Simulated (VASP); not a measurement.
# Sn32O64F (a cell with a defect) in VASP: single point with PBE

Aim: the single point of Sn32O64F (a cell with a defect) with PBE.

All numbers are computed with VASP 6.6.1; they aren't measurements. Logs are shortened: lines on timing, memory, paths and dates and some standing lists are left out, and cuts for length are marked.

## (1) The cell of the first run

The cell holds a defect, 97 atoms: a = 11.626 Å, b = 11.626 Å, c = 13.654 Å, α = 54.04°, β = 54.04°, γ = 71.92°.

## (2) Single point, PBE

Input file INCAR:

```
SYSTEM = Sn32O64F
  ALGO = Normal
  EDIFF = 1E-6
  ENCUT = 520
  GGA = PE
  GGA_COMPAT = .FALSE.
  ISIF = 2
  ISMEAR = -1
  ISYM = -1
  KPAR = 1
  LASPH = .TRUE.
  LCHARG = .TRUE.
  LELF = .TRUE.
  LREAL = Auto
  LVHAR = .TRUE.
  LWAVE = .FALSE.
  NBANDS = 474
  NELECT = 840.0
  NELM = 120
  PREC = Accurate
  SIGMA = 0.01
```

Input file KPOINTS:

```
explicit points
1
Reciprocal
  0.25000000   0.25000000   0.25000000 1
```

Input file POSCAR:

```
Sn32O64F
1.0
    0.0000000000      9.6549200600      6.4759066800
    9.6549200600      0.0000000000      6.4759066800
    9.6549200600      9.6549200600      0.0000000000
Sn O F
32 64 1
Direct
    0.1264802300      0.1263481000      0.1233014400
    0.3740373200      0.3757104500      0.3756775200
   -0.0003187600     -0.0009058100     -0.0000583200
    0.2528590200      0.2485129500      0.2471274100
    0.1215796100      0.1263881000      0.6239334900
    0.3843003400      0.3718688800      0.8681642100
   -0.0008612300      0.0008881800      0.4991812000
    0.2501598700      0.2484505400      0.7479797900
    0.1264918500      0.6248988200      0.1244394200
    0.3755570300      0.8720687700      0.3792676000
    0.0015930500      0.4999384100     -0.0006713100
    0.2483626200      0.7488337400      0.2522496800
    0.1245588100      0.6239435700      0.6257481500
    0.3766651400      0.8761785200      0.8745118000
   -0.0027004500      0.4981124500      0.5020501300
    0.2513216800      0.7480454300      0.7511275300
    0.6252890700      0.1239400400      0.1230878500
    0.8790443000      0.3727377400      0.3734895500
    0.4985481600     -0.0024786200      0.0060029200
    0.7500543900      0.2505148100      0.2492472200
    0.6261936300      0.1290117800      0.6248032700
    0.8750714300      0.3733464100      0.8754120900
    0.4977684600      0.0036114700      0.5009571700
    0.7392512200      0.2512975300      0.7504801700
    0.6244236200      0.6243168300      0.1254999400
    0.8748683400      0.8763960500      0.3740705100
    0.5007084300      0.4996603700     -0.0008708700
    0.7495485800      0.7482701000      0.2506749900
    0.6224137700      0.6296499400      0.6228311000
    0.8743399500      0.8750193700      0.8745845900
    0.4995696900      0.4969386200      0.5047725000
    0.7506967500      0.7495226100      0.7491201300
    0.0342561000      0.2212780000      0.3661686100
    0.2799387400      0.4713855000      0.1236094500
    0.2226672900      0.0266260900      0.3744891500
    0.4728634200      0.2778121300      0.1266149500
    0.0013025900      0.0001365700      0.1524021600
    0.2490250000      0.2509933700      0.4020696200
    0.0005703900      0.0000187600      0.3454459500
    0.2475757400      0.2544631900      0.0934915100
    0.0294723500      0.2205197000      0.8764649300
    0.2767391100      0.4695771800      0.6264835600
    0.2211160600      0.0272132900      0.8743131100
    0.4680658600      0.2772901100      0.6033292400
    0.0004116600     -0.0017699200      0.6528288800
    0.2569718200      0.2463098400      0.8999775100
   -0.0012968300     -0.0001952000      0.8465485600
    0.2434431300      0.2516675100      0.5965434400
    0.0268443500      0.7205490700      0.3758078700
    0.2769557300      0.9699064000      0.1285812900
    0.2197178200      0.5280771700      0.3758956300
    0.4702337700      0.7773406200      0.1246315400
   -0.0011414500      0.5018708600      0.1533554700
    0.2501155200      0.7482116900      0.4051428400
    0.0023867600      0.4989311600      0.3456517200
    0.2502597600      0.7507454000      0.0965560300
    0.0284806800      0.7218219000      0.8749017500
    0.2760417200      0.9723122800      0.6261376600
    0.2208980000      0.5263948300      0.8794191300
    0.4715055700      0.7849225000      0.6282753600
   -0.0016945900      0.5002232500      0.6538599500
    0.2504591500      0.7507268600      0.9038390300
   -0.0005274100      0.4994195200      0.8467902200
    0.2478243200      0.7499291200      0.5986964100
    0.5278888300      0.2235677000      0.3737737200
    0.7792553100      0.4718165300      0.1239787700
    0.7209691300      0.0296297300      0.3754751600
    0.9720171400      0.2784413700      0.1230174400
    0.5047427700     -0.0137737100      0.1618478500
    0.7508912100      0.2517823100      0.4013058200
    0.5006667100      0.0002929900      0.3476177100
    0.7495939300      0.2489575900      0.0970407500
    0.5225443300      0.2094364400      0.9249915300
    0.7745596700      0.4725185500      0.6222320800
    0.7196016700      0.0273279300      0.8745445800
    0.9663824700      0.2784865500      0.6289442400
    0.5021987200      0.0005338300      0.6541096700
    0.7553657900      0.2478054600      0.9017078400
    0.4977049700      0.0059550100      0.8469660500
    0.7853775900      0.2235653400      0.5886406200
    0.5295505700      0.7189638800      0.3733344900
    0.7791649300      0.9702632200      0.1254917700
    0.7214478000      0.5246053200      0.3818786000
    0.9714928500      0.7773095000      0.1258720300
    0.4995993800      0.4997961000      0.1532746100
    0.7492138200      0.7531093500      0.4016841500
    0.4984236700      0.5034864500      0.3454641200
    0.7506698100      0.7485447900      0.0966918000
    0.5288806000      0.7216698800      0.8752189200
    0.7775489700      0.9689555600      0.6229951400
    0.7218600200      0.5281169200      0.8750336800
    0.9721259900      0.7781251400      0.6244784000
    0.4713459900      0.5391421600      0.6489826900
    0.7496637900      0.7492895000      0.9036364900
    0.5031604700      0.4999782300      0.8440522700
    0.7513493100      0.7488523600      0.5955560600
    0.5648211100      0.3125230200      0.7002505300
```

Potentials or basis: VASP PAW PBE potentials, release 64 (Sn_d, O, F).

Started as:

```bash
cat potpaw_PBE.64/Sn_d/POTCAR potpaw_PBE.64/O/POTCAR potpaw_PBE.64/F/POTCAR > POTCAR
mpirun -np 4 vasp_std > vasp.out
```

OUTCAR:

```text
SYSTEM = Sn32O64F
   EDIFF = 1E-6
   ENCUT = 520
   GGA = PE
   ISIF = 2
   ISMEAR = -1
   ISYM = -1
   LASPH = .TRUE.
   LREAL = Auto
   NELECT = 840.0
   NELM = 120
   PREC = Accurate

 ion  position               nearest neighbor table
   1  0.126  0.126  0.123-  40 2.07  68 2.09  39 2.09  37 2.10  50 2.10  46 2.10  26 3.25   6 3.26
                             4 3.75
   2  0.374  0.376  0.376-  48 2.09  65 2.09  87 2.09  51 2.09  85 2.09  38 2.10  25 3.23   5 3.25
                             8 3.74  23 3.75
   3  1.000  0.999  1.000-  82 2.08  43 2.09  41 2.09  84 2.09  47 2.10  37 2.10   8 3.24  28 3.24

   4  0.253  0.249  0.247-  33 2.06  36 2.07  35 2.09  40 2.09  34 2.10  38 2.11  27 3.23   7 3.25
                             1 3.75  17 3.75
   5  0.122  0.126  0.624-  48 2.07  45 2.08  38 2.09  47 2.10  76 2.10  58 2.11  30 3.23   2 3.25
                            15 3.75   7 3.76
   6  0.384  0.372  0.868-  46 2.09  95 2.10  40 2.13  93 2.14  73 2.15  59 2.17  97 2.33  29 3.21
                             1 3.26  24 3.58  31 3.67  19 3.74
   7  0.999  0.001  0.499-  33 2.08  45 2.09  90 2.09  39 2.10  92 2.10  35 2.10  32 3.24   4 3.25
                            18 3.73   5 3.76
   8  0.250  0.248  0.748-  44 2.07  41 2.08  42 2.08  43 2.09  48 2.09  46 2.11  31 3.23   3 3.24
                             2 3.74
   9  0.126  0.625  0.124-  62 2.08  55 2.09  56 2.09  53 2.09  34 2.10  84 2.10  18 3.24  14 3.25
[... 37 lines left out ...]
  28  0.750  0.748  0.251-  81 2.07  84 2.09  82 2.09  88 2.09  86 2.09  83 2.11   3 3.24  31 3.25
                            29 3.76
  29  0.622  0.630  0.623-  93 2.07  96 2.08  86 2.08  95 2.09  60 2.09  74 2.11   6 3.21  26 3.23
                            16 3.72  31 3.74  28 3.76
  30  0.874  0.875  0.875-  47 2.08  94 2.09  45 2.09  88 2.09  75 2.10  57 2.10   5 3.23  25 3.24

  31  0.500  0.497  0.505-  83 2.09  81 2.09  42 2.10  44 2.11  93 2.12  87 2.14  97 2.64   8 3.23
                            28 3.25   6 3.67  21 3.72  29 3.74
  32  0.751  0.750  0.749-  90 2.07  91 2.09  92 2.09  89 2.09  96 2.10  94 2.10   7 3.24  27 3.24

  33  0.034  0.221  0.366-   4 2.06   7 2.08  18 2.10
  34  0.280  0.471  0.124-  27 2.08   9 2.10   4 2.10
  35  0.223  0.027  0.374-   4 2.09  10 2.10   7 2.10
  36  0.473  0.278  0.127-   4 2.07  27 2.09  17 2.09
  37  0.001  0.000  0.152-  26 2.09   1 2.10   3 2.10
  38  0.249  0.251  0.402-   5 2.09   2 2.10   4 2.11
[... 56 lines left out ...]
  95  0.503  0.500  0.844-  29 2.09   6 2.10  27 2.10
  96  0.751  0.749  0.596-  29 2.08  26 2.09  32 2.10
  97  0.565  0.313  0.700-  24 2.29   6 2.33  21 2.63  31 2.64

IMPORTANT INFORMATION: All symmetrisations will be switched off!
NOSYMM: (Re-)initialisation of all symmetry stuff for point group C_1.

----------------------------------------------------------------------------------------

                                     Primitive cell

  volume of cell :    1207.3354

  direct lattice vectors                    reciprocal lattice vectors
     0.000000000  9.654920060  6.475906680    -0.051787068  0.051787068  0.077209266
     9.654920060  0.000000000  6.475906680     0.051787068 -0.051787068  0.077209266
     9.654920060  9.654920060  0.000000000     0.051787068  0.051787068 -0.077209266

  length of vectors
    11.625611756 11.625611756 13.654118892     0.106419319  0.106419319  0.106419319

  position of ions in fractional coordinates (direct lattice)
     0.126480230  0.126348100  0.123301440
     0.374037320  0.375710450  0.375677520
     0.999681240  0.999094190  0.999941680
     0.252859020  0.248512950  0.247127410
     0.121579610  0.126388100  0.623933490
[... 210 lines left out ...]
   NGX,Y,Z   is equivalent  to a cutoff of  12.87, 12.87, 13.15 a.u.
   NGXF,Y,Z  is equivalent  to a cutoff of  25.74, 25.74, 26.30 a.u.
 SYSTEM =  Sn32O64F
   PREC   = accura    normal or accurate (medium, high low for compatibility)
   ISTART =      0    job   : 0-new  1-cont  2-samecut
   ICHARG =      2    charge: 1-file 2-atom 10-const
   ISPIN  =      1    spin polarized calculation?
   LNONCOLLINEAR =      F non collinear calculations
   LSORBIT =      F    spin-orbit coupling
   LASPH  =      T    aspherical Exc in radial PAW
   ENCUT  =  520.0 eV  38.22 Ry    6.18 a.u.  21.62 21.62 25.39*2*pi/ulx,y,z
   NELM   =    120;   NELMIN=  2; NELMDL= -5     # of ELM steps
   EDIFF  = 0.1E-05   stopping-criterion for ELM
   LREAL  =      T    real-space projection
   EDIFFG = 0.1E-04   stopping-criterion for IOM
   NSW    =      0    number of steps for IOM
   IBRION =     -1    ionic relax: 0-MD 1-quasi-New 2-CG
   NFREE  =      0    steps in history (QN), initial steepest desc. (CG)
   ISIF   =      2    stress and relaxation
   ISYM   =     -1    0-nonsym 1-usesym 2-fastsym
   POTIM  = 0.5000    time-step for ionic-motion
   TEBEG  =    0.0;   TEEND  =   0.0 temperature during run
   PSTRESS=    0.0 pullay stress
   NELECT =     840.0000    total number of electrons
   NUPDOWN=      -1.0000    fix difference up-down
   EMIN   =  10.00;   EMAX   =-10.00  energy-range for DOS
   EFERMI =   0.00;   METHOD = LEGACY
   ISMEAR =    -1;   SIGMA  =   0.01  broadening in eV -4-tet -1-fermi 0-gaus
   EFERMI_NEDOS =   21; number of points for ismear=-14 and -15
   IALGO  =     38    algorithm
   IMIX   =      4    mixing-type and parameters
     AMIX     =   0.40;   BMIX     =  1.00
     AMIX_MAG =   1.60;   BMIX_MAG =  1.00
  volume/ion in A,a.u.               =      12.45        83.99
  Fermi-wavevector in a.u.,A,eV,Ry     =   1.450637  2.741306 28.631371  2.104346
  Thomas-Fermi vector in A             =   2.568226
   LORBIT       =      0    0 simple, 1 ext, 2 COOP (PROOUT), +10 PAW based schemes
   GGA     = PE    functional components
   LHFCALC =     F    Hartree Fock is set to
   AEXX    =    0.0000 exact exchange contribution
   IVDW    =     0    specifies the selected vdW correction
   LEPSILON=     F    determine dielectric tensor
   LRPA    =     F    only Hartree local field effects (RPA)
 non-spin polarized calculation
  energy-cutoff  :      520.00
  volume of cell :     1207.34
 maximum number of plane-waves:     32545
 NGX is ok and might be reduce to    90
   NGX = 43   NGY = 43   NGZ = 51

 number of electron     839.9999983 magnetization

 Free energy of the ion-electron system (eV)
  ---------------------------------------------------
  ext. energy  EPLUGINS =         0.00000000
  ---------------------------------------------------
  free energy    TOTEN  =      -591.20569224 eV

  energy without entropy =     -591.20569224  energy(sigma->0) =     -591.20569224

 E-fermi :   5.8531     XC(G=0): -11.0360

 val. band max:        5.5848602626   @ k =   0.2500   0.2500   0.2500
 cond. band min:       6.8014304117   @ k =   0.2500   0.2500   0.2500
 fundamental gap:      1.2165701491
 Fermi energy:         5.8530844147

 k-point     1 :       0.2500    0.2500    0.2500
  band No.  band energies     occupation
      1     -16.0285      2.00000
      2     -15.4420      2.00000
      3     -15.4053      2.00000
      4     -15.3784      2.00000
      5     -15.3756      2.00000
      6     -15.3720      2.00000
[... 424 lines left out ...]
    431       9.9218      0.00000
    432       9.9613      0.00000
 [bands above 432 left out]

------------------------ aborting loop because EDIFF is reached ----------------------------------------

  FORCE on cell =-STRESS in cart. coord.  units (eV):
  Direction    XX          YY          ZZ          XY          YZ          ZX
  --------------------------------------------------------------------------------------
  -------------------------------------------------------------------------------------
  Total       18.4630142     18.4724627     19.1874091     -0.0157294     -2.3471658     -1.0866972
  in kB       24.5010809     24.5136193     25.4623788     -0.0208735     -3.1147731     -1.4420862
  external PRESSURE =      24.8256930 kB  Pullay stress =       0.0000000 kB

 VOLUME and BASIS-vectors are now :
 -----------------------------------------------------------------------------
  energy-cutoff  :      520.00
  volume of cell :     1207.34
      direct lattice vectors                 reciprocal lattice vectors
     0.000000000  9.654920060  6.475906680    -0.051787068  0.051787068  0.077209266
     9.654920060  0.000000000  6.475906680     0.051787068 -0.051787068  0.077209266
     9.654920060  9.654920060  0.000000000     0.051787068  0.051787068 -0.077209266

 POSITION                                       TOTAL-FORCE (eV/Angst)
 -----------------------------------------------------------------------------------
      2.41035      2.41162      1.63729        -0.007082      0.001796      0.006518
      7.25459      7.23844      4.85530         0.010895     -0.000796     -0.002163
     19.30053     19.30620     12.94388         0.000560     -0.002453     -0.000648
      4.78537      4.82733      3.24684        -0.004982     -0.006096      0.001307
      7.24429      7.19787      1.60582         0.003469     -0.003613     -0.000499
     11.97242     12.09245      4.89688         0.004304     -0.002656      0.006165
[... 89 lines left out ...]
     12.98016     13.00426      9.71517         0.042542      0.039391     -0.004507
      9.77825     12.21417      5.68160        -0.027250     -0.028514      0.011262
 -----------------------------------------------------------------------------------
    total drift:                                0.006356     -0.015167     -0.019244

  FREE ENERGIE OF THE ION-ELECTRON SYSTEM (eV)
  ---------------------------------------------------
  free  energy   TOTEN  =      -591.2056922377 eV

  energy  without entropy=     -591.2056922377  energy(sigma->0) =     -591.20569224
```

Wall time 18 min (4 MPI ranks of Intel Xeon Platinum 8488C (Sapphire Rapids), shared host); peak memory 0.7 GiB.

Results:

```yaml
Free_energy: -591.2057 eV
Largest_force: 0.066 eV/Å
```

Forces in eV/Å, atoms in the order of the input:
```
Sn  -0.007  0.002  0.007
Sn   0.011 -0.001 -0.002
Sn   0.001 -0.002 -0.001
Sn  -0.005 -0.006  0.001
Sn   0.003 -0.004  0.000
Sn   0.004 -0.003  0.006
Sn   0.005 -0.004  0.016
Sn   0.003  0.001 -0.002
Sn  -0.003  0.005 -0.008
Sn  -0.018  0.004  0.002
Sn   0.010 -0.001 -0.011
Sn   0.000 -0.005  0.001
Sn  -0.009  0.001 -0.001
Sn   0.007 -0.003 -0.001
Sn   0.006 -0.010 -0.007
Sn  -0.006  0.002  0.003
Sn  -0.018 -0.019 -0.012
Sn   0.013 -0.006  0.006
Sn   0.006 -0.007 -0.008
Sn  -0.005  0.006 -0.009
Sn   0.019 -0.007  0.008
Sn  -0.009  0.011  0.010
Sn   0.004  0.005  0.009
Sn   0.008  0.014  0.008
Sn   0.005 -0.005 -0.001
Sn  -0.002 -0.005 -0.001
Sn  -0.003 -0.007 -0.009
Sn   0.006  0.009 -0.008
Sn  -0.020  0.007  0.000
Sn   0.002  0.006  0.007
Sn   0.005  0.008 -0.007
Sn  -0.010 -0.006 -0.014
O    0.035 -0.033 -0.005
O    0.038 -0.032 -0.001
O   -0.031  0.041 -0.005
O   -0.032  0.029  0.006
O   -0.030 -0.034  0.007
O   -0.036 -0.033  0.005
O    0.030  0.031 -0.002
O    0.035  0.032  0.004
O    0.032 -0.040  0.002
O    0.035 -0.030  0.001
O   -0.035  0.038 -0.003
O   -0.020  0.036 -0.009
O   -0.037 -0.034 -0.001
O   -0.039 -0.040  0.001
O    0.030  0.031  0.000
O    0.028  0.032  0.008
O    0.032 -0.030  0.001
O    0.029 -0.032 -0.005
O   -0.030  0.029  0.001
O   -0.037  0.034 -0.002
O   -0.036 -0.032  0.001
O   -0.031 -0.031  0.005
O    0.030  0.032  0.001
O    0.029  0.035  0.002
O    0.028 -0.032  0.002
O    0.030 -0.036 -0.003
O   -0.048  0.045  0.007
O   -0.032  0.031 -0.009
O   -0.027 -0.021  0.007
O   -0.029 -0.028  0.008
O    0.039  0.036 -0.002
O    0.035  0.033 -0.013
O    0.036 -0.025  0.002
O    0.034 -0.030  0.004
O   -0.040  0.032 -0.004
O   -0.029  0.030 -0.001
O   -0.032 -0.025  0.003
O   -0.036 -0.036  0.002
O    0.041  0.036  0.000
O    0.036  0.034 -0.004
O    0.029 -0.041  0.035
O    0.037 -0.024  0.010
O   -0.033  0.034  0.005
O   -0.044  0.038 -0.006
O   -0.034 -0.037  0.001
O   -0.033 -0.042 -0.015
O    0.039  0.039 -0.001
O    0.036  0.037 -0.029
O    0.036 -0.036 -0.002
O    0.033 -0.029 -0.003
O   -0.050  0.031  0.010
O   -0.036  0.030  0.000
O   -0.037 -0.033  0.001
O   -0.032 -0.031  0.007
O    0.038  0.038 -0.004
O    0.029  0.028 -0.003
O    0.029 -0.029  0.002
O    0.041 -0.034  0.007
O   -0.026  0.030  0.002
O   -0.025  0.032  0.004
O   -0.012 -0.032 -0.015
O   -0.038 -0.036  0.005
O    0.040  0.033 -0.008
O    0.043  0.039 -0.005
F   -0.027 -0.029  0.011
```

Levels at points of the mesh, in eV from the Fermi level:
| k point | band 417 | band 418 | band 419 | band 420 | band 421 | band 422 | band 423 | band 424 |
| --- | --- | --- | --- | --- | --- | --- | --- | --- |
| (0.25, 0.25, 0.25) | -0.60 | -0.37 | -0.36 | -0.27 | 0.95 | 2.89 | 3.26 | 3.29 |

Caveat: the cell carries a net charge on a neutralising background, which shifts energy and pressure; the cell is charged against a uniform background, so pressure and absolute levels hang on convention; spin-orbit coupling is left out, which moves the levels of the heavy elements.
